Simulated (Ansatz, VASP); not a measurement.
Given: the input of a run of VASP 6.6.1 on O.

Contents of INCAR:

```
PREC = Accurate ; ENCUT = 520
EDIFF = 1E-7 ; ISMEAR = -1
SIGMA = 0.05 ; LREAL = F
LASPH = T ; NELM = 100
ALGO = Normal ; ISIF = 2
LWAVE = F ; LCHARG = T
GGA = PE ; LELF = T
LVHAR = T ; NBANDS = 20
```

File KPOINTS:

```
regular mesh
0
Gamma
  12 12 4
```

POSCAR

```
O
1.0
    2.5064067272      0.0000000000      0.0000000000
   -1.2532033636      2.1706118979      0.0000000000
    0.0000000000      0.0000000000      7.9604499431
O
4
Direct
    0.3333333333      0.6666666667      0.1718966900
    0.6666666667      0.3333333333      0.8281033100
    0.6666666667      0.3333333333      0.6718966900
    0.3333333333      0.6666666667      0.3281033100
```

Potentials or basis: VASP PAW PBE potentials, release 64 (O).

Launch:

```bash
$ cat potpaw_PBE.64/O/POTCAR > POTCAR
$ mpirun -np 1 vasp_std > vasp.out
```

Problem. Set up the same calculation for Ansatz 0.2.0. Potentials there: Ansatz PAW.

Solution. As run (the cutoff follows the program's own potentials):

File input.yaml:

```yaml
crystal:
  lattice:
    - [2.5064067272, 0.0, 0.0]
    - [-1.2532033636, 2.1706118979, 0.0]
    - [0.0, 0.0, 7.9604499431]
  atoms:
    - { symbol: O, position: [0.3333333333, 0.6666666667, 0.17189669] }
    - { symbol: O, position: [0.6666666667, 0.3333333333, 0.82810331] }
    - { symbol: O, position: [0.6666666667, 0.3333333333, 0.67189669] }
    - { symbol: O, position: [0.3333333333, 0.6666666667, 0.32810331] }
hamiltonian:
  xc: pbe
  pseudopotentials: { kind: paw }
kpoints:
  mp_grid: { grid: [12, 12, 4] }
scf:
  occupations: { method: fermi_dirac, width: 0.05 }
output:
  forces: true
  stress: true
  eigenvalues: true
```

Potentials or basis: Ansatz PAW.

Run with:

```bash
$ ansatz run input.yaml --threads 2 --pin off --max-ram 5120MiB --backend cpu --events-out ev --progress --plain --runs-dir out
```

Both were run:

|  | VASP | Ansatz | Ansatz less VASP |
| --- | --- | --- | --- |
| gap on the k mesh at the Fermi level (eV) | none | none | - |
| pressure (GPa) | -1.6 | -4.1 | -2.51 |
| traceless stress, the component that is largest in VASP (GPa) | -5.98 | -11.65 | -5.670 |
| rms of the force components (eV/Å) | 0.594 | 1.136 | +0.5421 |

Atom by atom the forces differ by 0.542 eV/Å (rms over components). A gap of «none» marks a metal or a gap that the smearing closes.

Noted on VASP's run: the standard files for N, O and F lose accuracy on very short bonds; spin is off for a triplet molecule. Noted on Ansatz's run: Pulay correction over one GPa; spin is off for a triplet molecule.
